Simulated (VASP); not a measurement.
# CdSe (P6_3mc) in VASP: notebook, part 2 of 3

VASP 6.6.1. Earlier steps stand in the parts before.

## Step 3: Single point, r2SCAN (strain +0.050 along x and y, +0.050 along z)

Contents of POSCAR:

```
CdSe
1.0
    4.5134249099      0.0000000000      0.0000000000
   -2.2567124550      3.9087406301      0.0000000000
    0.0000000000      0.0000000000      7.3659600000
Cd Se
2 2
Direct
    0.6666666667      0.3333333333      0.0000000000
    0.3333333333      0.6666666667      0.5000000000
    0.6666666667      0.3333333333      0.3750000000
    0.3333333333      0.6666666667      0.8750000000
```

Contents of INCAR.step1:

```
PREC = Accurate
ENCUT = 520
ISMEAR = 0
SIGMA = 0.05
LREAL = False
LASPH = True
NELM = 60
NBANDS = 26
GGA = PE
ALGO = Normal
EDIFF = 1E-4
LWAVE = True
LCHARG = False
```

Contents of INCAR.step2:

```
PREC = Accurate
ENCUT = 520
EDIFF = 1E-7
ISMEAR = 0
SIGMA = 0.05
LREAL = False
LASPH = True
NELM = 60
ALGO = Normal
ISIF = 2
LWAVE = False
LCHARG = False
METAGGA = R2SCAN
LMIXTAU = True
NBANDS = 26
ISTART = 1
```

Contents of KPOINTS:

```
regular mesh
0
Gamma
  6 6 4
```

Potentials or basis: VASP PAW PBE potentials, release 64 (Cd, Se).

Started as:

```bash
$ cat potpaw_PBE.64/Cd/POTCAR potpaw_PBE.64/Se/POTCAR > POTCAR
$ cp INCAR.step1 INCAR
$ mpirun -np 1 vasp_std > vasp.out
$ cp INCAR.step2 INCAR
$ mpirun -np 1 vasp_std > vasp.out
```

OUTCAR:

```text
PREC = Accurate
   ENCUT = 520
   EDIFF = 1E-7
   ISMEAR = 0
   LREAL = False
   LASPH = True
   NELM = 60
   ISIF = 2
   METAGGA = R2SCAN
   ISTART = 1

 ion  position               nearest neighbor table
   1  0.667  0.333  0.000-   3 2.76   4 2.76   4 2.76   4 2.76
   2  0.333  0.667  0.500-   4 2.76   3 2.76   3 2.76   3 2.76
   3  0.667  0.333  0.375-   1 2.76   2 2.76   2 2.76   2 2.76
   4  0.333  0.667  0.875-   2 2.76   1 2.76   1 2.76   1 2.76

  LATTYP: Found a hexagonal cell.
 ALAT       =     4.5134249099
 C/A-ratio  =     1.6320111993

  Lattice vectors:

 A1 = (   4.5134249099,   0.0000000000,   0.0000000000)
 A2 = (  -2.2567124550,   3.9087406301,   0.0000000000)
 A3 = (   0.0000000000,   0.0000000000,   7.3659600000)

Analysis of symmetry for initial positions (statically):
=====================================================================
 Subroutine PRICEL returns:
 Original cell was already a primitive cell.

 Routine SETGRP: Setting up the symmetry group for a
 hexagonal supercell.

 Subroutine GETGRP returns: Found 12 space group operations
 (whereof  6 operations were pure point group operations)
 out of a pool of 24 trial point group operations.

The static configuration has the point symmetry C_3v.
 The point group associated with its full space group is C_6v.

Analysis of symmetry for dynamics (positions and initial velocities):
=====================================================================
 Subroutine PRICEL returns:
 Original cell was already a primitive cell.

 Routine SETGRP: Setting up the symmetry group for a
 hexagonal supercell.

 Subroutine GETGRP returns: Found 12 space group operations
 (whereof  6 operations were pure point group operations)
 out of a pool of 24 trial point group operations.

The dynamic configuration has the point symmetry C_3v.
 The point group associated with its full space group is C_6v.

 Subroutine INISYM returns: Found 12 space group operations
 (whereof  6 operations are pure point group operations),
 and found     1 'primitive' translations

----------------------------------------------------------------------------------------

                                     Primitive cell

  volume of cell :     129.9488

  direct lattice vectors                    reciprocal lattice vectors
     4.513424910  0.000000000  0.000000000     0.221561236  0.127918439  0.000000000
    -2.256712455  3.908740630  0.000000000     0.000000000  0.255836878  0.000000000
     0.000000000  0.000000000  7.365960000     0.000000000  0.000000000  0.135759629

  length of vectors
     4.513424910  4.513424910  7.365960000     0.255836878  0.255836878  0.135759629

  position of ions in fractional coordinates (direct lattice)
     0.666666667  0.333333333  0.000000000
     0.333333333  0.666666667  0.500000000
     0.666666667  0.333333333  0.375000000
     0.333333333  0.666666667  0.875000000

  ion indices of the primitive-cell ions
   primitive index   ion index
                 1           1
                 2           2
                 3           3
                 4           4

----------------------------------------------------------------------------------------

 KPOINTS: regular mesh

Automatic generation of k-mesh.
 Grid dimensions read from file:
 generate k-points for:    6    6    4

 Generating k-lattice:

  Cartesian coordinates                     Fractional coordinates (reciprocal lattice)
     0.036926873  0.021319740  0.000000000     0.166666667 -0.000000000  0.000000000
     0.000000000  0.042639480  0.000000000     0.000000000  0.166666667  0.000000000
     0.000000000  0.000000000  0.033939907     0.000000000  0.000000000  0.250000000

  Length of vectors
     0.042639480  0.042639480  0.033939907

  Shift w.r.t. Gamma in fractional coordinates (k-lattice)
     0.000000000  0.000000000  0.000000000

 Subroutine IBZKPT returns following result:
 ===========================================

 Found     21 irreducible k-points:

 Following reciprocal coordinates:
            Coordinates               Weight
  0.000000  0.000000  0.000000      1.000000
  0.166667  0.000000  0.000000      6.000000
  0.333333 -0.000000  0.000000      6.000000
  0.500000  0.000000  0.000000      3.000000
  0.166667  0.166667  0.000000      6.000000
  0.333333  0.166667  0.000000     12.000000
[... 13 lines left out ...]
  0.333333  0.166667  0.500000     12.000000
  0.333333  0.333333  0.500000      2.000000
   k-points           NKPTS =     21   k-points in BZ     NKDIM =     21   number of bands    NBANDS=     26
   number of dos      NEDOS =    301   number of ions     NIONS =      4
   total plane-waves  NPLWV =  72576
   dimension x,y,z NGX =    36 NGY =   36 NGZ =   56
   dimension x,y,z NGXF=    72 NGYF=   72 NGZF=  112
   ions per type =               2   2
   NGX,Y,Z   is equivalent  to a cutoff of  13.26, 13.26, 12.64 a.u.
   NGXF,Y,Z  is equivalent  to a cutoff of  26.52, 26.52, 25.28 a.u.
 SYSTEM =  unknown system
   PREC   = accura    normal or accurate (medium, high low for compatibility)
   ISTART =      1    job   : 0-new  1-cont  2-samecut
   ICHARG =      0    charge: 1-file 2-atom 10-const
   ISPIN  =      1    spin polarized calculation?
   LNONCOLLINEAR =      F non collinear calculations
   LSORBIT =      F    spin-orbit coupling
   LASPH  =      T    aspherical Exc in radial PAW
   ENCUT  =  520.0 eV  38.22 Ry    6.18 a.u.   8.39  8.39 13.70*2*pi/ulx,y,z
   NELM   =     60;   NELMIN=  2; NELMDL=  0     # of ELM steps
   EDIFF  = 0.1E-06   stopping-criterion for ELM
   LREAL  =      F    real-space projection
   EDIFFG = 0.1E-05   stopping-criterion for IOM
   NSW    =      0    number of steps for IOM
   IBRION =     -1    ionic relax: 0-MD 1-quasi-New 2-CG
   NFREE  =      0    steps in history (QN), initial steepest desc. (CG)
   ISIF   =      2    stress and relaxation
   ISYM   =      2    0-nonsym 1-usesym 2-fastsym
   POTIM  = 0.5000    time-step for ionic-motion
   TEBEG  =    0.0;   TEEND  =   0.0 temperature during run
   PSTRESS=    0.0 pullay stress
   NELECT =      36.0000    total number of electrons
   NUPDOWN=      -1.0000    fix difference up-down
   EMIN   =  10.00;   EMAX   =-10.00  energy-range for DOS
   EFERMI =   0.00;   METHOD = LEGACY
   ISMEAR =     0;   SIGMA  =   0.05  broadening in eV -4-tet -1-fermi 0-gaus
   EFERMI_NEDOS =   21; number of points for ismear=-14 and -15
   IALGO  =     38    algorithm
   IMIX   =      4    mixing-type and parameters
     AMIX     =   0.40;   BMIX     =  1.00
     AMIX_MAG =   1.60;   BMIX_MAG =  1.00
  volume/ion in A,a.u.               =      32.49       219.23
  Fermi-wavevector in a.u.,A,eV,Ry     =   1.067214  2.016742 15.496298  1.138946
  Thomas-Fermi vector in A             =   2.202823
   LORBIT       =      0    0 simple, 1 ext, 2 COOP (PROOUT), +10 PAW based schemes
   METAGGA = R2SCAN    functional components
   LHFCALC =     F    Hartree Fock is set to
   AEXX    =    0.0000 exact exchange contribution
   IVDW    =     0    specifies the selected vdW correction
   LEPSILON=     F    determine dielectric tensor
   LRPA    =     F    only Hartree local field effects (RPA)
 non-spin polarized calculation
 Gauss-broadening in eV      SIGMA  =   0.05
  energy-cutoff  :      520.00
  volume of cell :      129.95
 maximum number of plane-waves:      3544
 NGX is ok and might be reduce to    36
   NGX = 17   NGY = 17   NGZ = 27

 number of electron      35.9999999 magnetization

 Free energy of the ion-electron system (eV)
  ---------------------------------------------------
  ext. energy  EPLUGINS =         0.00000000
  ---------------------------------------------------
  free energy    TOTEN  =       -71.61327296 eV

  energy without entropy =      -71.61327296  energy(sigma->0) =      -71.61327296

 E-fermi :  -0.1087     XC(G=0):  -8.7492

 val. band max:       -0.3868215461   @ k =   0.0000   0.0000   0.0000
 cond. band min:       0.4175263885   @ k =   0.0000   0.0000   0.0000
 fundamental gap:      0.8043479346
 Fermi energy:        -0.1086542314

 k-point     1 :       0.0000    0.0000    0.0000
  band No.  band energies     occupation
      1     -12.6849      2.00000
      2     -12.4152      2.00000
      3      -8.1958      2.00000
      4      -8.1877      2.00000
      5      -8.1877      2.00000
      6      -8.1394      2.00000
[... 598 lines left out ...]
     25       8.5054      0.00000
     26       8.5054      0.00000

------------------------ aborting loop because EDIFF is reached ----------------------------------------

  FORCE on cell =-STRESS in cart. coord.  units (eV):
  Direction    XX          YY          ZZ          XY          YZ          ZX
  --------------------------------------------------------------------------------------
  -------------------------------------------------------------------------------------
  Total       -3.6477402     -3.6477402     -3.6428477      0.0000000      0.0000000      0.0000000
  in kB      -44.9740550    -44.9740550    -44.9137349      0.0000000      0.0000000      0.0000000
  external PRESSURE =     -44.9539483 kB  Pullay stress =       0.0000000 kB

 VOLUME and BASIS-vectors are now :
 -----------------------------------------------------------------------------
  energy-cutoff  :      520.00
  volume of cell :      129.95
      direct lattice vectors                 reciprocal lattice vectors
     4.513424910  0.000000000  0.000000000     0.221561236  0.127918439  0.000000000
    -2.256712455  3.908740630  0.000000000     0.000000000  0.255836878  0.000000000
     0.000000000  0.000000000  7.365960000     0.000000000  0.000000000  0.135759629

 POSITION                                       TOTAL-FORCE (eV/Angst)
 -----------------------------------------------------------------------------------
      2.25671      1.30291      0.00000         0.000000     -0.000000     -0.023928
     -0.00000      2.60583      3.68298        -0.000000      0.000000     -0.023928
      2.25671      1.30291      2.76223        -0.000000     -0.000000      0.023928
     -0.00000      2.60583      6.44522        -0.000000      0.000000      0.023928
 -----------------------------------------------------------------------------------
    total drift:                                0.000000     -0.000000      0.002358

  FREE ENERGIE OF THE ION-ELECTRON SYSTEM (eV)
  ---------------------------------------------------
  free  energy   TOTEN  =       -71.6132729556 eV

  energy  without entropy=      -71.6132729556  energy(sigma->0) =      -71.61327296
```

Run time: 7.3 min. Hardware: 1 thread of Intel Xeon Platinum 8375C at 2.90GHz (Ice Lake), shared host; peak memory 0.31 GiB.

What came out:

```
Free energy            : -71.6133 eV
Pressure               : -4.5 GPa
Largest force          : 0.024 eV/Å
Band gap on the k mesh : 0.80 eV, direct
```

Forces in eV/Å, atoms in the order of the input:
```
Cd   0.000  0.000 -0.024
Cd   0.000  0.000 -0.024
Se   0.000  0.000  0.024
Se   0.000  0.000  0.024
```

Levels at points of the mesh, in eV from the valence-band top:
```csv
k point,band 14,band 15,band 16,band 17,band 18,band 19,band 20,band 21,band 22,band 23
"(0.00, 0.00, 0.00)",-0.59,-0.59,-0.04,0.00,0.00,0.80,2.48,6.33,6.33,6.61
"(0.50, 0.00, 0.00)",-3.07,-2.11,-1.44,-1.03,-0.58,3.32,3.65,5.09,6.08,6.84
"(0.00, 0.00, 0.50)",-2.29,-0.31,-0.31,-0.31,-0.31,2.50,2.50,6.05,6.05,6.69
"(0.50, 0.00, 0.50)",-3.54,-1.07,-1.07,-1.04,-1.04,3.20,3.20,5.19,5.19,7.72
```

Caveat: the cell differs from its parent crystal (strain +0.050 along x and y, +0.050 along z); the PAW data sets were made with another functional, which shifts forces and pressure a little.

## Step 4: Single point, r2SCAN (strain -0.050 along x and y, -0.050 along z)

Contents of POSCAR:

```
CdSe
1.0
    4.0835749185      0.0000000000      0.0000000000
   -2.0417874593      3.5364796177      0.0000000000
    0.0000000000      0.0000000000      6.6644400000
Cd Se
2 2
Direct
    0.6666666667      0.3333333333      0.0000000000
    0.3333333333      0.6666666667      0.5000000000
    0.6666666667      0.3333333333      0.3750000000
    0.3333333333      0.6666666667      0.8750000000
```

Contents of INCAR.step1:

```
SYSTEM = CdSe
PREC = Accurate
ENCUT = 520
ISMEAR = 0
SIGMA = 0.05
LREAL = .FALSE.
LASPH = .TRUE.
NELM = 60
NBANDS = 26
GGA = PE
ALGO = Normal
EDIFF = 1E-4
LWAVE = .TRUE.
LCHARG = .FALSE.
```

Contents of INCAR.step2:

```
SYSTEM = CdSe
PREC = Accurate
ENCUT = 520
EDIFF = 1E-6
ISMEAR = 0
SIGMA = 0.05
LREAL = .FALSE.
LASPH = .TRUE.
NELM = 60
ALGO = Normal
ISIF = 2
LWAVE = .FALSE.
LCHARG = .FALSE.
METAGGA = R2SCAN
LMIXTAU = .TRUE.
NBANDS = 26
ISTART = 1
```

Contents of KPOINTS:

```
regular mesh
0
G
  6 6 4
  0 0 0
```

Started as:

```bash
$ cat potpaw_PBE.64/Cd/POTCAR potpaw_PBE.64/Se/POTCAR > POTCAR
$ cp INCAR.step1 INCAR
$ mpirun -np 1 vasp_std > vasp.out
$ cp INCAR.step2 INCAR
$ mpirun -np 1 vasp_std > vasp.out
```

Run time: 2.8 min. Hardware: 1 thread of Intel Xeon Platinum 8259CL at 2.50GHz (Skylake/Cascade Lake), shared host; peak memory 0.23 GiB.

It converged, with:

- Free energy: -71.0650 eV
- Pressure: 14.7 GPa
- Largest force: 0.011 eV/Å
- Band gap on the k mesh: 1.52 eV, direct

Forces on the atoms (eV/Å):
```
Cd   0.000  0.000 -0.011
Cd   0.000  0.000 -0.011
Se   0.000  0.000  0.011
Se   0.000  0.000  0.011
```

Stress tensor (GPa, compression positive):
```
14.59  0.00  0.00
 0.00 14.59  0.00
 0.00  0.00 15.02
```

Levels at points of the mesh, in eV from the valence-band top:
| k point | band 16 | band 17 | band 18 | band 19 | band 20 | band 21 |
| --- | --- | --- | --- | --- | --- | --- |
| (0.00, 0.00, 0.00) | -0.08 | 0.00 | 0.00 | 1.52 | 2.83 | 6.32 |
| (0.50, 0.00, 0.00) | -2.51 | -1.83 | -1.02 | 3.61 | 3.97 | 4.98 |
| (0.00, 0.00, 0.50) | -0.55 | -0.55 | -0.55 | 3.13 | 3.13 | 6.57 |
| (0.50, 0.00, 0.50) | -1.82 | -1.82 | -1.82 | 3.33 | 3.33 | 5.27 |

Caveat: the cell differs from its parent crystal (strain -0.050 along x and y, -0.050 along z); the PAW data sets were made with another functional, which shifts forces and pressure a little.

## Step 5: Single point, r2SCAN (strain -0.050 along x and y, -0.025 along z)

Edit POSCAR of step 4 so:

```diff
@@ -4,3 +4,3 @@
    -2.0417874593      3.5364796177      0.0000000000
-    0.0000000000      0.0000000000      6.6644400000
+    0.0000000000      0.0000000000      6.8398200000
 Cd Se
```

Contents of INCAR.step1:

```
  PREC = Accurate
  ENCUT = 520
  ISMEAR = 0
  SIGMA = 0.05
  LREAL = False
  LASPH = True
  NELM = 60
  NBANDS = 26
  GGA = PE
  ALGO = Normal
  EDIFF = 1E-4
  LWAVE = True
  LCHARG = False
```

Contents of INCAR.step2:

```
  PREC = Accurate
  ENCUT = 520
  EDIFF = 1E-6
  ISMEAR = 0
  SIGMA = 0.05
  LREAL = False
  LASPH = True
  NELM = 60
  ALGO = Normal
  ISIF = 2
  LWAVE = False
  LCHARG = True
  METAGGA = R2SCAN
  LMIXTAU = True
  LELF = True
  LVHAR = True
  NBANDS = 26
  ISTART = 1
```

Contents of KPOINTS:

```
regular mesh
0
Gamma
  6 6 4
```

Started as:

```bash
$ cat potpaw_PBE.64/Cd/POTCAR potpaw_PBE.64/Se/POTCAR > POTCAR
$ cp INCAR.step1 INCAR
$ mpirun -np 1 vasp_std > vasp.out
$ cp INCAR.step2 INCAR
$ mpirun -np 1 vasp_std > vasp.out
```

Wall time 2.9 min (1 thread of Intel Xeon Platinum 8259CL at 2.50GHz (Skylake/Cascade Lake), shared host); peak memory 0.24 GiB.

It converged, with:

```
Free energy            : -71.2575 eV
Pressure               : 12.0 GPa
Largest force          : 0.353 eV/Å
Band gap on the k mesh : 1.40 eV, direct
```

Forces in eV/Å, atoms in the order of the input:
```
Cd   0.000  0.000  0.353
Cd   0.000  0.000  0.353
Se   0.000  0.000 -0.353
Se   0.000  0.000 -0.353
```

Stress tensor (GPa, compression positive):
```
13.25  0.00  0.00
 0.00 13.25  0.00
 0.00  0.00  9.54
```

Levels at points of the mesh, in eV from the valence-band top:
| k point | band 14 | band 15 | band 16 | band 17 | band 18 | band 19 | band 20 | band 21 | band 22 | band 23 |
| --- | --- | --- | --- | --- | --- | --- | --- | --- | --- | --- |
| (0.00, 0.00, 0.00) | -0.91 | -0.91 | -0.18 | 0.00 | 0.00 | 1.40 | 2.94 | 6.36 | 6.43 | 6.43 |
| (0.50, 0.00, 0.00) | -4.36 | -3.37 | -2.35 | -1.78 | -1.03 | 3.71 | 3.84 | 4.87 | 6.89 | 6.94 |
| (0.00, 0.00, 0.50) | -3.12 | -0.48 | -0.48 | -0.48 | -0.48 | 3.12 | 3.12 | 6.38 | 6.38 | 6.85 |
| (0.50, 0.00, 0.50) | -5.04 | -1.85 | -1.85 | -1.74 | -1.74 | 3.27 | 3.27 | 5.20 | 5.20 | 8.55 |

Caveat: the cell differs from its parent crystal (strain -0.050 along x and y, -0.025 along z); the PAW data sets were made with another functional, which shifts forces and pressure a little.

(Part 2 of 3 ends here.)
